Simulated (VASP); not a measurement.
CsSnI3:

```
Cs I Sn
1.0
     6.20570    0.00000    0.00000
     0.00000    6.20570    0.00000
     0.00000    0.00000    6.20570
Cs I Sn
1 3 1
Direct
  0.00000 0.00000 0.00000
  0.50000 0.50000 0.00000
  0.50000 0.00000 0.50000
  0.00000 0.50000 0.50000
  0.50000 0.50000 0.50000
```

```yaml
Program: VASP 6.6.1
Task: relaxation of cell and atoms
Functional: RPBE
Dispersion: D3(BJ)
Potentials_or_basis: VASP PAW PBE potentials, release 64 (Cs_sv, I, Sn_d)
Cutoff: 600 eV
k_mesh: 5 × 5 × 5
Occupations: fermi-dirac, width 0.05 eV
Spin: no spin polarisation
```

At the start: pressure -4.3 GPa; volume 47.80 Å³/atom.

How do energy, volume and symmetry change on relaxing?

Over 4 steps the energy falls by 190.3 meV/atom and the volume is 36.68 Å³/atom (-23.3 %); space group Pm-3m (No. 221, to 0.1 Å) before and after.

The path:
| step | energy change (eV) | largest force (eV/Å) | pressure (GPa) | volume (Å³) |
| --- | --- | --- | --- | --- |
| 1 | 0.0000 | 0.0000 | -4.26 | 238.99 |
| 2 | -0.8620 | 0.0000 | -1.89 | 197.67 |
| 3 | -0.9508 | 0.0000 | -0.20 | 184.76 |
| 4 | -0.9516 | 0.0000 | 0.02 | 183.39 |

Final structure:
```
CELL_PARAMETERS angstrom
5.68141 0.00000 0.00000
0.00000 5.68141 0.00000
0.00000 0.00000 5.68141
ATOMIC_POSITIONS crystal
Cs 0.00000 0.00000 0.00000
I 0.50000 0.50000 0.00000
I 0.50000 0.00000 0.50000
I 0.00000 0.50000 0.50000
Sn 0.50000 0.50000 0.50000
```

Caveat: the volume moved by over 15 % at a fixed basis, so the end points are rough; the PAW data sets were made with another functional, which shifts forces and pressure a little.
